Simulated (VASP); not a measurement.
# AlNi3 (Fm-3m) in VASP: single point with LDA

Aim: the single point of AlNi3 with LDA.

Program: VASP 6.6.1. These are calculated values, not measurements. Logs are shortened: lines on timing, memory, paths and dates and some standing lists are left out, and cuts for length are marked.

## 1. The cell of the first run

Symmetry: Fm-3m, No. 225, cubic system. The conventional cell has a = 5.604 Å, b = 5.604 Å, c = 5.604 Å, α = 90.00°, β = 90.00°, γ = 90.00°. Within 3.2 Å of Ni (site symmetry -43m) lie 4 Al at 2.43 Å and 10 Ni at 2.43 to 2.80 Å. Within 3.2 Å of Ni (site symmetry m-3m) lie 8 Ni at 2.43 Å and 6 Al at 2.80 Å. Al (site symmetry m-3m) has 14 Ni at 2.43 to 2.80 Å within 3.2 Å.

## 2. Single point, LDA, collinear spin, ferromagnetic start

The input, INCAR:

```
SYSTEM = AlNi3
PREC = Accurate
ENCUT = 520
EDIFF = 1E-6
ISMEAR = -1
SIGMA = 0.05
LREAL = .FALSE.
LASPH = .TRUE.
NELM = 150
ALGO = Fast
ISIF = 2
LWAVE = .FALSE.
LCHARG = .TRUE.
ISPIN = 2
MAGMOM = 1 1 1 0
LORBIT = 11
LMAXMIX = 4
GGA = CA
LELF = .TRUE.
LVHAR = .TRUE.
NBANDS = 28
```

The input, KPOINTS:

```
Automatic mesh
0
G
  8 8 8
  0 0 0
```

The input, POSCAR:

```
AlNi3
1.0
    0.0000000000      2.8018887551      2.8018887551
    2.8018887551      0.0000000000      2.8018887551
    2.8018887551      2.8018887551      0.0000000000
Ni Al
3 1
Direct
    0.7500000000      0.7500000000      0.7500000000
    0.0000000000      0.0000000000      0.0000000000
    0.2500000000      0.2500000000      0.2500000000
    0.5000000000      0.5000000000      0.5000000000
```

Potentials or basis: VASP PAW LDA potentials, release 64 (Ni, Al).

The run is started by

```bash
> cat potpaw_LDA.64/Ni/POTCAR potpaw_LDA.64/Al/POTCAR > POTCAR
> mpirun -np 1 vasp_std > vasp.out
```

OUTCAR:

```text
SYSTEM = AlNi3
   PREC = Accurate
   ENCUT = 520
   EDIFF = 1E-6
   ISMEAR = -1
   LREAL = .FALSE.
   LASPH = .TRUE.
   NELM = 150
   ISIF = 2
   ISPIN = 2
   LORBIT = 11
   GGA = CA

 ion  position               nearest neighbor table
   1  0.750  0.750  0.750-   4 2.43   2 2.43   4 2.43   2 2.43   4 2.43   4 2.43   2 2.43   2 2.43
                             3 2.80   3 2.80   3 2.80   3 2.80   3 2.80   3 2.80
   2  0.000  0.000  0.000-   1 2.43   3 2.43   1 2.43   1 2.43   3 2.43   1 2.43   3 2.43   3 2.43
                             4 2.80   4 2.80   4 2.80   4 2.80   4 2.80   4 2.80
   3  0.250  0.250  0.250-   2 2.43   4 2.43   2 2.43   2 2.43   4 2.43   2 2.43   4 2.43   4 2.43
                             1 2.80   1 2.80   1 2.80   1 2.80   1 2.80   1 2.80
   4  0.500  0.500  0.500-   3 2.43   1 2.43   3 2.43   1 2.43   3 2.43   3 2.43   1 2.43   1 2.43
                             2 2.80   2 2.80   2 2.80   2 2.80   2 2.80   2 2.80

  LATTYP: Found a face centered cubic cell.
 ALAT       =     5.6037775102

  Lattice vectors:

 A1 = (   0.0000000000,   2.8018887551,   2.8018887551)
 A2 = (   2.8018887551,   0.0000000000,   2.8018887551)
 A3 = (   2.8018887551,   2.8018887551,   0.0000000000)

Analysis of symmetry for initial positions (statically):
=====================================================================
 Subroutine PRICEL returns:
 Original cell was already a primitive cell.

 Routine SETGRP: Setting up the symmetry group for a
 face centered cubic supercell.

 Subroutine GETGRP returns: Found 48 space group operations
 (whereof 48 operations were pure point group operations)
 out of a pool of 48 trial point group operations.

The static configuration has the point symmetry O_h .

Analysis of symmetry for dynamics (positions and initial velocities):
=====================================================================
 Subroutine PRICEL returns:
 Original cell was already a primitive cell.

 Routine SETGRP: Setting up the symmetry group for a
 face centered cubic supercell.

 Subroutine GETGRP returns: Found 48 space group operations
 (whereof 48 operations were pure point group operations)
 out of a pool of 48 trial point group operations.

The dynamic configuration has the point symmetry O_h .

Analysis of structural, dynamic, and magnetic symmetry:
=====================================================================
 Subroutine PRICEL returns:
 Original cell was already a primitive cell.

 Routine SETGRP: Setting up the symmetry group for a
 face centered cubic supercell.

 Subroutine GETGRP returns: Found 48 space group operations
 (whereof 48 operations were pure point group operations)
 out of a pool of 48 trial point group operations.

The overall configuration has the point symmetry O_h .

 Subroutine INISYM returns: Found 48 space group operations
 (whereof 48 operations are pure point group operations),
 and found     1 'primitive' translations

----------------------------------------------------------------------------------------

                                     Primitive cell

  volume of cell :      43.9929

  direct lattice vectors                    reciprocal lattice vectors
     0.000000000  2.801888755  2.801888755    -0.178451053  0.178451053  0.178451053
     2.801888755  0.000000000  2.801888755     0.178451053 -0.178451053  0.178451053
     2.801888755  2.801888755  0.000000000     0.178451053  0.178451053 -0.178451053

  length of vectors
     3.962469078  3.962469078  3.962469078     0.309086291  0.309086291  0.309086291

  position of ions in fractional coordinates (direct lattice)
     0.750000000  0.750000000  0.750000000
     0.000000000  0.000000000  0.000000000
     0.250000000  0.250000000  0.250000000
     0.500000000  0.500000000  0.500000000

  ion indices of the primitive-cell ions
   primitive index   ion index
                 1           1
                 2           2
                 3           3
                 4           4

----------------------------------------------------------------------------------------

 KPOINTS: Automatic mesh

Automatic generation of k-mesh.
 Grid dimensions read from file:
 generate k-points for:    8    8    8

 Generating k-lattice:

  Cartesian coordinates                     Fractional coordinates (reciprocal lattice)
    -0.022306382  0.022306382  0.022306382     0.125000000  0.000000000  0.000000000
     0.022306382 -0.022306382  0.022306382     0.000000000  0.125000000  0.000000000
     0.022306382  0.022306382 -0.022306382     0.000000000  0.000000000  0.125000000

  Length of vectors
     0.038635786  0.038635786  0.038635786

  Shift w.r.t. Gamma in fractional coordinates (k-lattice)
     0.000000000  0.000000000  0.000000000

 Subroutine IBZKPT returns following result:
 ===========================================

 Found     29 irreducible k-points:

 Following reciprocal coordinates:
            Coordinates               Weight
  0.000000  0.000000  0.000000      1.000000
  0.125000  0.000000  0.000000      8.000000
  0.250000  0.000000  0.000000      8.000000
  0.375000  0.000000  0.000000      8.000000
  0.500000  0.000000  0.000000      4.000000
  0.125000  0.125000  0.000000      6.000000
[... 16 lines left out ...]
  0.500000  0.250000  0.125000     48.000000
 -0.375000  0.250000  0.125000     24.000000
 [... further k-points ...]
   k-points           NKPTS =     29   k-points in BZ     NKDIM =     29   number of bands    NBANDS=     28
   number of dos      NEDOS =    301   number of ions     NIONS =      4
   total plane-waves  NPLWV =  27000
   dimension x,y,z NGX =    30 NGY =   30 NGZ =   30
   dimension x,y,z NGXF=    60 NGYF=   60 NGZF=   60
   ions per type =               3   1
   NGX,Y,Z   is equivalent  to a cutoff of  12.59, 12.59, 12.59 a.u.
   NGXF,Y,Z  is equivalent  to a cutoff of  25.17, 25.17, 25.17 a.u.
 SYSTEM =  AlNi3
   PREC   = accura    normal or accurate (medium, high low for compatibility)
   ISTART =      0    job   : 0-new  1-cont  2-samecut
   ICHARG =      2    charge: 1-file 2-atom 10-const
   ISPIN  =      2    spin polarized calculation?
   LNONCOLLINEAR =      F non collinear calculations
   LSORBIT =      F    spin-orbit coupling
   LASPH  =      T    aspherical Exc in radial PAW
   ENCUT  =  520.0 eV  38.22 Ry    6.18 a.u.   7.37  7.37  7.37*2*pi/ulx,y,z
   NELM   =    150;   NELMIN=  2; NELMDL= -5     # of ELM steps
   EDIFF  = 0.1E-05   stopping-criterion for ELM
   LREAL  =      F    real-space projection
   EDIFFG = 0.1E-04   stopping-criterion for IOM
   NSW    =      0    number of steps for IOM
   IBRION =     -1    ionic relax: 0-MD 1-quasi-New 2-CG
   NFREE  =      0    steps in history (QN), initial steepest desc. (CG)
   ISIF   =      2    stress and relaxation
   ISYM   =      2    0-nonsym 1-usesym 2-fastsym
   POTIM  = 0.5000    time-step for ionic-motion
   TEBEG  =    0.0;   TEEND  =   0.0 temperature during run
   PSTRESS=    0.0 pullay stress
   NELECT =      33.0000    total number of electrons
   NUPDOWN=      -1.0000    fix difference up-down
   EMIN   =  10.00;   EMAX   =-10.00  energy-range for DOS
   EFERMI =   0.00;   METHOD = LEGACY
   ISMEAR =    -1;   SIGMA  =   0.05  broadening in eV -4-tet -1-fermi 0-gaus
   EFERMI_NEDOS =   21; number of points for ismear=-14 and -15
   IALGO  =     68    algorithm
   IMIX   =      4    mixing-type and parameters
     AMIX     =   0.40;   BMIX     =  1.00
     AMIX_MAG =   1.60;   BMIX_MAG =  1.00
  volume/ion in A,a.u.               =      11.00        74.22
  Fermi-wavevector in a.u.,A,eV,Ry     =   1.487483  2.810935 30.104316  2.212605
  Thomas-Fermi vector in A             =   2.600638
   LORBIT       =     11    0 simple, 1 ext, 2 COOP (PROOUT), +10 PAW based schemes
   GGA     = CA    functional components
   LHFCALC =     F    Hartree Fock is set to
   AEXX    =    0.0000 exact exchange contribution
   IVDW    =     0    specifies the selected vdW correction
   LEPSILON=     F    determine dielectric tensor
   LRPA    =     F    only Hartree local field effects (RPA)
 spin polarized calculation
 RMM-DIIS sequential band-by-band and
  energy-cutoff  :      520.00
  volume of cell :       43.99
 maximum number of plane-waves:      1243
 NGX is ok and might be reduce to    30
   NGX = 15   NGY = 15   NGZ = 15

 number of electron      33.0000016 magnetization      -0.0020925

 number of electron      33.0000016 magnetization       0.0007889

 Free energy of the ion-electron system (eV)
  ---------------------------------------------------
  ext. energy  EPLUGINS =         0.00000000
  ---------------------------------------------------
  free energy    TOTEN  =       -25.59588757 eV

  energy without entropy =      -25.57709088  energy(sigma->0) =      -25.58648923

 E-fermi :   9.6565     XC(G=0): -13.1184

 val. band max:        9.6563499740   @ k =  -0.2500   0.5000   0.2500
 cond. band min:       9.6753433426   @ k =  -0.3750   0.1250   0.0000
 fundamental gap:      0.0189933686
 Fermi energy:         9.6564831201

 spin component 1

 k-point     1 :       0.0000    0.0000    0.0000
  band No.  band energies     occupation
      1      -0.4805      1.00000
      2       6.0647      1.00000
      3       6.0647      1.00000
      4       6.1894      1.00000
      5       6.1894      1.00000
      6       6.1894      1.00000
[... 20 lines left out ...]
     27      18.9719      0.00000
     28      21.7113      0.00000

 k-point     2 :       0.1250    0.0000    0.0000
  band No.  band energies     occupation
      1      -0.2486      1.00000
      2       6.0028      1.00000
      3       6.0028      1.00000
      4       6.0640      1.00000
      5       6.3740      1.00000
      6       6.3740      1.00000
[... 20 lines left out ...]
     27      20.3999      0.00000
     28      22.7999      0.00000

 k-point     3 :       0.2500    0.0000    0.0000
  band No.  band energies     occupation
      1       0.4324      1.00000
      2       5.5992      1.00000
      3       6.0212      1.00000
      4       6.0212      1.00000
      5       6.6684      1.00000
      6       6.6684      1.00000
[... 616 lines left out ...]
      3       5.6995      1.00000
      4       6.2725      1.00000
      5       6.4650      1.00000
      6       6.9891      1.00000
[... 20 lines left out ...]
     27      25.3680      0.00000
     28      25.6995      0.00000

 k-point    24 :      -0.3750    0.2500    0.1250
  band No.  band energies     occupation
      1       3.0219      1.00000
      2       3.7497      1.00000
      3       5.5841      1.00000
      4       6.3144      1.00000
      5       6.4574      1.00000
      6       7.0133      1.00000
[... 20 lines left out ...]
     27      24.7698      0.00000
     28      27.5363      0.00000

 [... further k-points ...]

 spin component 2

 k-point     1 :       0.0000    0.0000    0.0000
  band No.  band energies     occupation
      1      -0.4805      1.00000
      2       6.0648      1.00000
      3       6.0648      1.00000
      4       6.1895      1.00000
      5       6.1895      1.00000
      6       6.1895      1.00000
[... 20 lines left out ...]
     27      18.9720      0.00000
     28      21.7113      0.00000

 k-point     2 :       0.1250    0.0000    0.0000
  band No.  band energies     occupation
      1      -0.2486      1.00000
      2       6.0029      1.00000
      3       6.0029      1.00000
      4       6.0641      1.00000
      5       6.3741      1.00000
      6       6.3741      1.00000
[... 20 lines left out ...]
     27      20.4000      0.00000
     28      22.7999      0.00000

 k-point     3 :       0.2500    0.0000    0.0000
  band No.  band energies     occupation
      1       0.4324      1.00000
      2       5.5992      1.00000
      3       6.0213      1.00000
      4       6.0213      1.00000
      5       6.6685      1.00000
      6       6.6685      1.00000
[... 616 lines left out ...]
      3       5.6996      1.00000
      4       6.2726      1.00000
      5       6.4651      1.00000
      6       6.9894      1.00000
[... 20 lines left out ...]
     27      25.3680      0.00000
     28      25.6994      0.00000

 k-point    24 :      -0.3750    0.2500    0.1250
  band No.  band energies     occupation
      1       3.0219      1.00000
      2       3.7497      1.00000
      3       5.5842      1.00000
      4       6.3145      1.00000
      5       6.4575      1.00000
      6       7.0135      1.00000
[... 20 lines left out ...]
     27      24.7699      0.00000
     28      27.5465      0.00000

 [... further k-points ...]
[... 5 lines left out ...]
  --------------------------------------------------------------------------------------
  -------------------------------------------------------------------------------------
  Total       -1.9666805     -1.9666805     -1.9666805     -0.0000000      0.0000000     -0.0000000
  in kB      -71.6245212    -71.6245212    -71.6245212     -0.0000000      0.0000000     -0.0000000
  external PRESSURE =     -71.6245212 kB  Pullay stress =       0.0000000 kB

 VOLUME and BASIS-vectors are now :
 -----------------------------------------------------------------------------
  energy-cutoff  :      520.00
  volume of cell :       43.99
      direct lattice vectors                 reciprocal lattice vectors
     0.000000000  2.801888755  2.801888755    -0.178451053  0.178451053  0.178451053
     2.801888755  0.000000000  2.801888755     0.178451053 -0.178451053  0.178451053
     2.801888755  2.801888755  0.000000000     0.178451053  0.178451053 -0.178451053

 POSITION                                       TOTAL-FORCE (eV/Angst)
 -----------------------------------------------------------------------------------
      4.20283      4.20283      4.20283         0.000000      0.000000     -0.000000
      0.00000      0.00000      0.00000         0.000000      0.000000      0.000000
      1.40094      1.40094      1.40094        -0.000000     -0.000000     -0.000000
      2.80189      2.80189      2.80189         0.000000     -0.000000      0.000000
 -----------------------------------------------------------------------------------
    total drift:                                0.000000     -0.000000      0.000000

  FREE ENERGIE OF THE ION-ELECTRON SYSTEM (eV)
  ---------------------------------------------------
  free  energy   TOTEN  =       -25.5958875715 eV

  energy  without entropy=      -25.5770908836  energy(sigma->0) =      -25.58648923

 total charge

# of ion       s       p       d       tot
------------------------------------------
    1        0.488   0.527   8.461   9.476
    2        0.493   0.507   8.422   9.422
    3        0.488   0.527   8.461   9.476
    4        0.410   0.419   0.000   0.829
--------------------------------------------------
tot          1.879   1.979  25.344  29.202

 magnetization (x)

# of ion       s       p       d       tot
------------------------------------------
    1       -0.000  -0.000   0.000   0.000
    2        0.000  -0.000   0.000   0.000
    3       -0.000  -0.000   0.000   0.000
    4       -0.000  -0.000   0.000  -0.000
--------------------------------------------------
tot         -0.000  -0.000   0.000   0.000
```

Wall time 2.1 min (1 thread of Intel Xeon 8259CL, shared host); peak memory 0.19 GiB.

What came out:

```yaml
Free_energy: -25.5959 eV
Pressure: -7.2 GPa
Net_moment: 0.00 μB per cell
Valence_electrons_inside_the_program's_atomic_spheres: Ni 9.48, 9.42 (each value once); Al 0.83
```

Levels at points of the mesh, in eV from the Fermi level:
Spin up:
```
           k point  band 12  band 13  band 14  band 15  band 16  band 17  band 18  band 19  band 20  band 21
(0.00, 0.00, 0.00)    -0.90    -0.56    -0.56    -0.50    -0.50     5.50     5.50     5.50     5.95     5.95
(0.50, 0.00, 0.00)    -1.72    -0.64    -0.64    -0.47    -0.47    -0.14     4.39     4.39     4.84     4.84
(0.50, 0.50, 0.00)    -1.13    -1.05    -0.75    -0.59    -0.35    -0.35    -0.35    -0.03     4.28     4.70
```
Spin down:
```
           k point  band 12  band 13  band 14  band 15  band 16  band 17  band 18  band 19  band 20  band 21
(0.00, 0.00, 0.00)    -0.90    -0.56    -0.56    -0.50    -0.50     5.50     5.50     5.50     5.95     5.95
(0.50, 0.00, 0.00)    -1.72    -0.64    -0.64    -0.47    -0.47    -0.14     4.39     4.39     4.84     4.84
(0.50, 0.50, 0.00)    -1.13    -1.05    -0.75    -0.59    -0.35    -0.35    -0.35    -0.03     4.28     4.70
```

Caveat: the cell stands under tension; the moments typed at the start vanished in this run.
